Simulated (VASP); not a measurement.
# Ta (Im-3m) in VASP: settings compared

Ta is run at these levels: RPBE, PBEsol; tasks: single point, relaxation of cell and atoms.

All numbers are computed with VASP 6.6.1; they aren't measurements. Logs are shortened: lines on timing, memory, paths and dates and some standing lists are left out, and cuts for length are marked.

## Step 1: The cell of the first run

Symmetry: Im-3m, No. 229, cubic system. The conventional cell has a = 3.337 Å, b = 3.337 Å, c = 3.337 Å, α = 90.00°, β = 90.00°, γ = 90.00°. Within 3.8 Å of Ta (site symmetry m-3m) lie 14 Ta at 2.89 to 3.34 Å.

## Step 2: Single point, RPBE

INCAR

```
SYSTEM = Ta
PREC     = Accurate       ! precision mode
ENCUT    = 520            ! plane-wave cutoff, eV
EDIFF    = 1E-6           ! SCF threshold, eV
ISMEAR   = -1             ! smearing method
SIGMA    = 0.05           ! smearing width, eV
LREAL    = .FALSE.        ! projectors in reciprocal space
LASPH    = .TRUE.         ! aspherical terms in the spheres
NELM     = 60             ! most SCF steps
ALGO     = Normal         ! electronic algorithm
ISIF     = 2              ! what is computed and relaxed
LWAVE    = .FALSE.        ! write WAVECAR
LCHARG   = .TRUE.         ! write CHGCAR
GGA      = RP             ! functional
LELF     = .TRUE.         ! ELF
LVHAR    = .TRUE.       
NBANDS   = 12             ! bands
```

KPOINTS

```
Automatic mesh
0
G
  11 11 11
  0 0 0
```

POSCAR

```
Ta
1.0
   -1.6683912787      1.6683912787      1.6683912787
    1.6683912787     -1.6683912787      1.6683912787
    1.6683912787      1.6683912787     -1.6683912787
Ta
1
Direct
    0.0000000000      0.0000000000      0.0000000000
```

Potentials or basis: VASP PAW PBE potentials, release 64 (Ta_pv).

The run is started by

```
$ cat potpaw_PBE.64/Ta_pv/POTCAR > POTCAR
$ mpirun -np 1 vasp_std > vasp.out
```

OUTCAR:

```text
SYSTEM = Ta
   PREC = Accurate
   ENCUT = 520
   EDIFF = 1E-6
   ISMEAR = -1
   LREAL = .FALSE.
   LASPH = .TRUE.
   NELM = 60
   ISIF = 2
   GGA = RP

 ion  position               nearest neighbor table
   1  0.000  0.000  0.000-

  LATTYP: Found a body centered cubic cell.
 ALAT       =     3.3367825574

  Lattice vectors:

 A1 = (  -1.6683912787,   1.6683912787,   1.6683912787)
 A2 = (   1.6683912787,  -1.6683912787,   1.6683912787)
 A3 = (   1.6683912787,   1.6683912787,  -1.6683912787)

Analysis of symmetry for initial positions (statically):
=====================================================================
 Subroutine PRICEL returns:
 Original cell was already a primitive cell.

 Routine SETGRP: Setting up the symmetry group for a
 body centered cubic supercell.

 Subroutine GETGRP returns: Found 48 space group operations
 (whereof 48 operations were pure point group operations)
 out of a pool of 48 trial point group operations.

The static configuration has the point symmetry O_h .

Analysis of symmetry for dynamics (positions and initial velocities):
=====================================================================
 Subroutine PRICEL returns:
 Original cell was already a primitive cell.

 Routine SETGRP: Setting up the symmetry group for a
 body centered cubic supercell.

 Subroutine GETGRP returns: Found 48 space group operations
 (whereof 48 operations were pure point group operations)
 out of a pool of 48 trial point group operations.

The dynamic configuration has the point symmetry O_h .

 Subroutine INISYM returns: Found 48 space group operations
 (whereof 48 operations are pure point group operations),
 and found     1 'primitive' translations

----------------------------------------------------------------------------------------

                                     Primitive cell

  volume of cell :      18.5761

  direct lattice vectors                    reciprocal lattice vectors
    -1.668391279  1.668391279  1.668391279     0.000000000  0.299689891  0.299689891
     1.668391279 -1.668391279  1.668391279     0.299689891  0.000000000  0.299689891
     1.668391279  1.668391279 -1.668391279     0.299689891  0.299689891  0.000000000

  length of vectors
     2.889738462  2.889738462  2.889738462     0.423825508  0.423825508  0.423825508

[... 76 lines left out ...]
   ENCUT  =  520.0 eV  38.22 Ry    6.18 a.u.   5.37  5.37  5.37*2*pi/ulx,y,z
   NELM   =     60;   NELMIN=  2; NELMDL= -5     # of ELM steps
   EDIFF  = 0.1E-05   stopping-criterion for ELM
   LREAL  =      F    real-space projection
   EDIFFG = 0.1E-04   stopping-criterion for IOM
   NSW    =      0    number of steps for IOM
   IBRION =     -1    ionic relax: 0-MD 1-quasi-New 2-CG
   NFREE  =      0    steps in history (QN), initial steepest desc. (CG)
   ISIF   =      2    stress and relaxation
   ISYM   =      2    0-nonsym 1-usesym 2-fastsym
   POTIM  = 0.5000    time-step for ionic-motion
   TEBEG  =    0.0;   TEEND  =   0.0 temperature during run
   PSTRESS=    0.0 pullay stress
   NELECT =      11.0000    total number of electrons
   NUPDOWN=      -1.0000    fix difference up-down
   EMIN   =  10.00;   EMAX   =-10.00  energy-range for DOS
   EFERMI =   0.00;   METHOD = LEGACY
   ISMEAR =    -1;   SIGMA  =   0.05  broadening in eV -4-tet -1-fermi 0-gaus
   EFERMI_NEDOS =   21; number of points for ismear=-14 and -15
   IALGO  =     38    algorithm
   IMIX   =      4    mixing-type and parameters
     AMIX     =   0.40;   BMIX     =  1.00
     AMIX_MAG =   1.60;   BMIX_MAG =  1.00
  volume/ion in A,a.u.               =      18.58       125.36
  Fermi-wavevector in a.u.,A,eV,Ry     =   1.374742  2.597885 25.713856  1.889915
  Thomas-Fermi vector in A             =   2.500141
   LORBIT       =      0    0 simple, 1 ext, 2 COOP (PROOUT), +10 PAW based schemes
   GGA     = RP    functional components
   LHFCALC =     F    Hartree Fock is set to
   AEXX    =    0.0000 exact exchange contribution
   IVDW    =     0    specifies the selected vdW correction
   LEPSILON=     F    determine dielectric tensor
   LRPA    =     F    only Hartree local field effects (RPA)
 non-spin polarized calculation
  energy-cutoff  :      520.00
  volume of cell :       18.58
 maximum number of plane-waves:       531
 NGX is ok and might be reduce to    24
   NGX = 11   NGY = 11   NGZ = 11

 number of electron      10.9999999 magnetization

 Free energy of the ion-electron system (eV)
  ---------------------------------------------------
  ext. energy  EPLUGINS =         0.00000000
  ---------------------------------------------------
  free energy    TOTEN  =       -11.32093521 eV

  energy without entropy =      -11.31054907  energy(sigma->0) =      -11.31574214

 E-fermi :   5.3176     XC(G=0): -12.4063

 val. band max:        5.3119409639   @ k =   0.1818   0.0000   0.0000
 cond. band min:       5.3584624805   @ k =   0.3636   0.1818  -0.0000
 fundamental gap:      0.0465215166
 Fermi energy:         5.3175997228

 k-point     1 :       0.0000    0.0000    0.0000
  band No.  band energies     occupation
      1     -27.8950      2.00000
      2     -27.8950      2.00000
      3     -27.8950      2.00000
      4      -2.4668      2.00000
      5       6.0805      0.00000
      6       6.0805      0.00000
      7       6.0805      0.00000
      8       9.2498      0.00000
      9       9.2498      0.00000
     10      19.9818      0.00000
     11      20.1572      0.00000
     12      20.1572      0.00000
[... 331 lines left out ...]
 k-point    24 :       0.3636    0.1818    0.0909
  band No.  band energies     occupation
      1     -28.7635      2.00000
      2     -28.3743      2.00000
      3     -28.0666      2.00000
      4       2.5847      2.00000
      5       3.8168      2.00000
      6       5.2834      1.32918
      7       9.6409      0.00000
      8      10.1906      0.00000
      9      14.0973      0.00000
     10      15.0857      0.00000
     11      18.3987      0.00000
     12      19.9711      0.00000

 [... further k-points ...]
[... 5 lines left out ...]
  --------------------------------------------------------------------------------------
  -------------------------------------------------------------------------------------
  Total        0.0050632      0.0050632      0.0050632      0.0000000     -0.0000000      0.0000000
  in kB        0.4367000      0.4367000      0.4367000      0.0000000     -0.0000000      0.0000000
  external PRESSURE =       0.4367000 kB  Pullay stress =       0.0000000 kB

 VOLUME and BASIS-vectors are now :
 -----------------------------------------------------------------------------
  energy-cutoff  :      520.00
  volume of cell :       18.58
      direct lattice vectors                 reciprocal lattice vectors
    -1.668391279  1.668391279  1.668391279     0.000000000  0.299689891  0.299689891
     1.668391279 -1.668391279  1.668391279     0.299689891  0.000000000  0.299689891
     1.668391279  1.668391279 -1.668391279     0.299689891  0.299689891  0.000000000

 POSITION                                       TOTAL-FORCE (eV/Angst)
 -----------------------------------------------------------------------------------
      0.00000      0.00000      0.00000         0.000000      0.000000      0.000000
 -----------------------------------------------------------------------------------
    total drift:                                0.000000      0.000000      0.000000

  FREE ENERGIE OF THE ION-ELECTRON SYSTEM (eV)
  ---------------------------------------------------
  free  energy   TOTEN  =       -11.3209352086 eV

  energy  without entropy=      -11.3105490748  energy(sigma->0) =      -11.31574214
```

stdout:

```text
POSCAR found type information on POSCAR Ta
 POSCAR found :  1 types and       1 ions
 scaLAPACK will be used
 -----------------------------------------------------------------------------
|                                                                             |
|                                                                             |
|     You enforced a specific xc type in the INCAR file but a different       |
|     I HOPE YOU KNOW WHAT YOU ARE DOING!                                     |
|                                                                             |
 -----------------------------------------------------------------------------

 LDA part: xc-table for (Slater+PW92), standard interpolation
 POSCAR, INCAR and KPOINTS ok, starting setup
 FFT: planning ... GRIDC
 FFT: planning ... GRID_SOFT
 FFT: planning ... GRID
 WAVECAR not read
 entering main loop
```

It took 13 s on 1 thread of AMD EPYC 7R13, shared host; peak memory 0.11 GiB.

What came out:

```
Free energy : -11.3209 eV
Pressure    : 0.0 GPa
```

Caveat: the PAW data sets were made with another functional, which shifts forces and pressure a little; spin-orbit coupling is left out, which moves the levels of the heavy elements.

## Step 3: Relaxation of cell and atoms, RPBE

This run uses another cell than the first one, of 18.01 Å³/atom, 0.970 times its volume.

INCAR

```
  ALGO = Normal
  EDIFF = 1E-6
  EDIFFG = -0.01
  ENCUT = 600
  GGA = RP
  IBRION = 2
  ISIF = 3
  ISMEAR = -1
  LASPH = True
  LCHARG = False
  LREAL = False
  LWAVE = False
  NELM = 80
  NSW = 60
  PREC = Accurate
  SIGMA = 0.05
```

KPOINTS

```
k-points
0
Gamma
  11 11 11
```

POSCAR

```
Ta
1.0
   -1.6512800000      1.6512800000      1.6512800000
    1.6512800000     -1.6512800000      1.6512800000
    1.6512800000      1.6512800000     -1.6512800000
Ta
1
Direct
    0.0000000000      0.0000000000      0.0000000000
```

Potentials or basis: VASP PAW PBE potentials, release 64 (Ta_pv).

The run is started by

```
$ cat potpaw_PBE.64/Ta_pv/POTCAR > POTCAR
$ mpirun -np 1 vasp_std > vasp.out
```

OUTCAR:

```text
EDIFF = 1E-6
   EDIFFG = -0.01
   ENCUT = 600
   GGA = RP
   IBRION = 2
   ISIF = 3
   ISMEAR = -1
   LASPH = True
   LREAL = False
   NELM = 80
   NSW = 60
   PREC = Accurate

 ion  position               nearest neighbor table
   1  0.000  0.000  0.000-

  LATTYP: Found a body centered cubic cell.
 ALAT       =     3.3025600000

  Lattice vectors:

 A1 = (  -1.6512800000,   1.6512800000,   1.6512800000)
 A2 = (   1.6512800000,  -1.6512800000,   1.6512800000)
 A3 = (   1.6512800000,   1.6512800000,  -1.6512800000)

Analysis of symmetry for initial positions (statically):
=====================================================================
 Subroutine PRICEL returns:
 Original cell was already a primitive cell.

 Routine SETGRP: Setting up the symmetry group for a
 body centered cubic supercell.

 Subroutine GETGRP returns: Found 48 space group operations
 (whereof 48 operations were pure point group operations)
 out of a pool of 48 trial point group operations.

The static configuration has the point symmetry O_h .

Analysis of symmetry for dynamics (positions and initial velocities):
=====================================================================
 Subroutine PRICEL returns:
 Original cell was already a primitive cell.

 Routine SETGRP: Setting up the symmetry group for a
 body centered cubic supercell.

 Subroutine GETGRP returns: Found 48 space group operations
 (whereof 48 operations were pure point group operations)
 out of a pool of 48 trial point group operations.

The dynamic configuration has the point symmetry O_h .

 Subroutine INISYM returns: Found 48 space group operations
 (whereof 48 operations are pure point group operations),
 and found     1 'primitive' translations

----------------------------------------------------------------------------------------

                                     Primitive cell
[... 117 lines left out ...]
   IVDW    =     0    specifies the selected vdW correction
   LEPSILON=     F    determine dielectric tensor
   LRPA    =     F    only Hartree local field effects (RPA)
 conjugate gradient relaxation of ions
 non-spin polarized calculation
  energy-cutoff  :      600.00
  volume of cell :       18.01
 maximum number of plane-waves:       615
   NGX = 11   NGY = 11   NGZ = 11

--------------------------------------- Ionic step        1  -------------------------------------------

 number of electron      11.0000002 magnetization

 Free energy of the ion-electron system (eV)
  ---------------------------------------------------
  ext. energy  EPLUGINS =         0.00000000
  ---------------------------------------------------
  free energy    TOTEN  =       -11.31053287 eV

  energy without entropy =      -11.30179492  energy(sigma->0) =      -11.30616390

------------------------ aborting loop because EDIFF is reached ----------------------------------------

  FORCE on cell =-STRESS in cart. coord.  units (eV):
  Direction    XX          YY          ZZ          XY          YZ          ZX
  --------------------------------------------------------------------------------------
  -------------------------------------------------------------------------------------
  Total        0.6982087      0.6982087      0.6982087     -0.0000000     -0.0000000      0.0000000
  in kB       62.1117383     62.1117383     62.1117383     -0.0000000     -0.0000000      0.0000000
  external PRESSURE =      62.1117383 kB  Pullay stress =       0.0000000 kB
[... 92 lines left out ...]
--------------------------------------- Ionic step        4  -------------------------------------------

 number of electron      10.9999999 magnetization

 Free energy of the ion-electron system (eV)
  ---------------------------------------------------
  ext. energy  EPLUGINS =         0.00000000
  ---------------------------------------------------
  free energy    TOTEN  =       -11.32131442 eV

  energy without entropy =      -11.31090448  energy(sigma->0) =      -11.31610945

 E-fermi :   5.3133     XC(G=0): -12.4035

 val. band max:        5.3083037520   @ k =   0.1818   0.0000   0.0000
 cond. band min:       5.3534632917   @ k =   0.3636   0.1818   0.0000
 fundamental gap:      0.0451595398
 Fermi energy:         5.3133276165

 k-point     1 :       0.0000    0.0000    0.0000
  band No.  band energies     occupation
      1     -27.9010      2.00000
      2     -27.9010      2.00000
      3     -27.9010      2.00000
      4      -2.4688      2.00000
      5       6.0764      0.00000
      6       6.0764      0.00000
      7       6.0764      0.00000
      8       9.2439      0.00000
      9       9.2439      0.00000
[... 265 lines left out ...]
 k-point    24 :       0.3636    0.1818    0.0909
  band No.  band energies     occupation
      1     -28.7680      2.00000
      2     -28.3794      2.00000
      3     -28.0723      2.00000
      4       2.5818      2.00000
      5       3.8137      2.00000
      6       5.2783      1.33636
      7       9.6343      0.00000
      8      10.1837      0.00000
      9      14.0872      0.00000

 [... further k-points ...]
[... 5 lines left out ...]
  --------------------------------------------------------------------------------------
  -------------------------------------------------------------------------------------
  Total       -0.0034930     -0.0034930     -0.0034930      0.0000000      0.0000000      0.0000000
  in kB       -0.3011126     -0.3011126     -0.3011126      0.0000000      0.0000000      0.0000000
  external PRESSURE =      -0.3011126 kB  Pullay stress =       0.0000000 kB
[... 16 lines left out ...]
  FREE ENERGIE OF THE ION-ELECTRON SYSTEM (eV)
  ---------------------------------------------------
  free  energy   TOTEN  =       -11.3213144226 eV

  energy  without entropy=      -11.3109044811  energy(sigma->0) =      -11.31610945

 reached required accuracy - stopping structural energy minimisation
```

CONTCAR:

```text
Ta
   1.00000000000000
    -1.6686817363041293    1.6686817363041293    1.6686817363041293
     1.6686817363041293   -1.6686817363041293    1.6686817363041293
     1.6686817363041293    1.6686817363041293   -1.6686817363041293
  Ta
     1
Direct
     0.0000000000000000    0.0000000000000000    0.0000000000000000

  0.00000000E+00  0.00000000E+00  0.00000000E+00
```

It took 27 s on 1 thread of AMD EPYC 7R13, shared host; peak memory 0.13 GiB.

What came out:

```
Free energy                            : -11.3213 eV
Relaxed volume                         : 18.59 Å³/atom
Relaxed cell                           : a = 2.890 Å, b = 2.890 Å, c = 2.890 Å, α = 109.47°, β = 109.47°, γ = 109.47°
Space group after relaxing (to 0.05 Å) : Im-3m (No. 229)
Energy gained by relaxing              : 10.8 meV/atom
Ionic steps                            : 4
Pressure after relaxing                : 0.0 GPa
```

The path:
```
step  energy change (eV)  largest force (eV/Å)  pressure (GPa)  volume (Å³)
   1              0.0000                0.0000            6.21        18.01
   2              0.0373                0.0000          -11.17        19.89
   3             -0.0108                0.0000           -0.11        18.60
   4             -0.0108                0.0000           -0.03        18.59
```

Final structure:
```cif
data_structure
_symmetry_space_group_name_H-M 'P 1'
_symmetry_Int_Tables_number 1
_cell_length_a 2.8902
_cell_length_b 2.8902
_cell_length_c 2.8902
_cell_angle_alpha 109.471
_cell_angle_beta 109.471
_cell_angle_gamma 109.471
_cell_volume 18.59
loop_
_atom_site_label
_atom_site_type_symbol
_atom_site_fract_x
_atom_site_fract_y
_atom_site_fract_z
_atom_site_occupancy
Ta1 Ta 0.00000 0.00000 0.00000 1
```

Caveat: the PAW data sets were made with another functional, which shifts forces and pressure a little; spin-orbit coupling is left out, which moves the levels of the heavy elements.

## Step 4: Single point, PBEsol, non-collinear spin, zero start, spin-orbit coupling

This run uses another cell than the first one, of 18.01 Å³/atom, 0.970 times its volume.

INCAR

```
PREC = Accurate ; ENCUT = 520
EDIFF = 1E-7 ; ISMEAR = -1
SIGMA = 0.05 ; LREAL = F
LASPH = T ; NELM = 150
ALGO = Normal ; ISIF = 2
LWAVE = F ; LCHARG = F
MAGMOM = 0 0 0 ; LORBIT = 11
LSORBIT = T ; GGA_COMPAT = F
LORBMOM = T ; LMAXMIX = 4
GGA = PS ; NBANDS = 22
```

KPOINTS

```
Automatic mesh
0
Gamma
  8 8 8
```

POSCAR is that of step 3.

The run is started by

```
$ cat potpaw_PBE.64/Ta_pv/POTCAR > POTCAR
$ mpirun -np 1 vasp_ncl > vasp.out
```

Run time: 36 s. Hardware: 1 thread of AMD EPYC 7R13, shared host; peak memory 0.17 GiB.

It converged, with:

```
Free energy                                           : -13.2955 eV
Pressure                                              : -5.6 GPa
Net moment                                            : 0.00 μB per cell
Valence electrons inside the program's atomic spheres : Ta 8.95
```

Moments on the atoms (μB; x, y, z):
```
Ta  0.00 0.00 0.00
```

Caveat: the PAW data sets were made with another functional, which shifts forces and pressure a little.

## Step 5: Summary

```tsv
task	level	spin	cell	k mesh	cutoff (eV)	gap on the mesh (eV)	pressure (GPa)
single point	RPBE	off	a = 2.890 Å, angles 109.5°, 1 atom	11 × 11 × 11	520	none	0.0
relaxation of cell and atoms	RPBE	off	relaxed from a = 2.860 Å, angles 109.5°, 1 atom	11 × 11 × 11	600	none	0.0
single point	PBEsol	non-collinear, zero start, SOC	a = 2.860 Å, angles 109.5°, 1 atom	8 × 8 × 8	520	-	-5.6
```

Alike in all rows: potentials or basis VASP PAW PBE potentials, release 64 (Ta_pv); smearing fermi-dirac 0.05 eV.

Caveats: the PAW data sets were made with another functional, which shifts forces and pressure a little; spin-orbit coupling is left out, which moves the levels of the heavy elements (some runs).

Total energies depend on the potentials used, so only differences within one code and one set of settings carry meaning.
